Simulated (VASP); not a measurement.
A run of VASP 6.6.1:

The input INCAR:

```
ALGO = Fast ; EDIFF = 1E-6
ENCUT = 520 ; GGA = PE
ISIF = 2 ; ISMEAR = 0
LASPH = T ; LCHARG = F
LREAL = F ; LWAVE = F
NBANDS = 13 ; NELM = 100
PREC = Accurate ; SIGMA = 0.15
```

Contents of KPOINTS:

```
k-points
0
Gamma
  22 22 22
```

POSCAR

```
Mo
1.0
    0.0000000000      1.9758425567      2.1345027140
    1.9758425567      0.0000000000      2.1345027140
    1.9758425567      1.9758425567      0.0000000000
Mo
1
Direct
    0.0000000000      0.0000000000      0.0000000000
```

Potentials or basis: VASP PAW PBE potentials, release 64 (Mo_sv).

Launch:

```bash
$ cat potpaw_PBE.64/Mo_sv/POTCAR > POTCAR
$ mpirun -np 1 vasp_std > vasp.out
```

Hardware: 1 thread of Intel(R) Xeon(R) 6975P-C (Granite Rapids) (shared host).

Task: Estimate the wall time of this run.

Result: Wall time 54 s on 1 thread of Intel(R) Xeon(R) 6975P-C (Granite Rapids) (shared host), peak memory 0.27 GiB. Counts: scf iterations 12, k points 834.
